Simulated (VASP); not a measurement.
A run of VASP 6.6.1 is set up as follows.

INCAR

```
AGGAC = 1.0
AGGAX = 1.0
ALDAC = 0.0
ALDAX = 1.0
ALGO = Normal
EDIFF = 1E-6
ENCUT = 520
GGA = B5
ISIF = 2
ISMEAR = -1
LASPH = True
LCHARG = False
LREAL = False
LWAVE = False
NBANDS = 14
NELM = 80
PREC = Accurate
SIGMA = 0.1
```

The input KPOINTS:

```
k-points
0
Gamma
  8 8 8
```

File POSCAR:

```
Na
1.0
    0.0000000000      3.7948487544      3.7948487544
    3.7948487544      0.0000000000      3.7948487544
    3.7948487544      3.7948487544      0.0000000000
Na
2
Direct
    0.1250000000      0.1250000000      0.1250000000
    0.8750000000      0.8750000000      0.8750000000
```

Potentials or basis: VASP PAW PBE potentials, release 64 (Na_pv).

The run is started by

```sh
$ cat potpaw_PBE.64/Na_pv/POTCAR > POTCAR
$ mpirun -np 1 vasp_std > vasp.out
```

Question: Predict the pressure.

Answer: 0.4 GPa.

Question: Predict the band gap on the k mesh.

Answer: Zero (band 7 reaches 0.07 eV, above the bottom of band 8 at -0.35 eV).

Caveat: the PAW data sets were made with another functional, which shifts forces and pressure a little.
